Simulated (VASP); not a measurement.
Crystal: Si2Ni.

```xyz
3
Lattice="0.0000 2.7030 2.7030 2.7030 0.0000 2.7030 2.7030 2.7030 0.0000" Properties=species:S:1:pos:R:3 pbc="T T T"
Si    1.3515    1.3515    1.3515
Si    4.0545    4.0545    4.0545
Ni    0.0000    0.0000    0.0000
```

```yaml
Program: VASP 6.6.1
Task: relaxation of cell and atoms
Functional: PBE
Potentials_or_basis: VASP PAW PBE potentials, release 64 (Si, Ni)
Cutoff: 600 eV
k_mesh: 16 × 16 × 16
Occupations: methfessel-paxton, width 0.1 eV
Spin: no spin polarisation
```

At the start: pressure 3.2 GPa; volume 13.17 Å³/atom.

Question: How do energy, volume and symmetry change on relaxing?

Answer: Over 3 steps the energy falls by 2.8 meV/atom and the volume is 13.45 Å³/atom (+2.2 %); space group Fm-3m (No. 225, to 0.1 Å) before and after.

The path:
| step | energy change (eV) | largest force (eV/Å) | pressure (GPa) | volume (Å³) |
| --- | --- | --- | --- | --- |
| 1 | 0.0000 | 0.0000 | 3.20 | 39.50 |
| 2 | -0.0035 | 0.0000 | -2.26 | 41.02 |
| 3 | -0.0083 | 0.0000 | -0.01 | 40.35 |

Final structure:
```
Si Ni
1.0
     0.00000    2.72232    2.72232
     2.72232    0.00000    2.72232
     2.72232    2.72232    0.00000
Si Ni
2 1
Direct
  0.25000 0.25000 0.25000
  0.75000 0.75000 0.75000
  0.00000 0.00000 0.00000
```
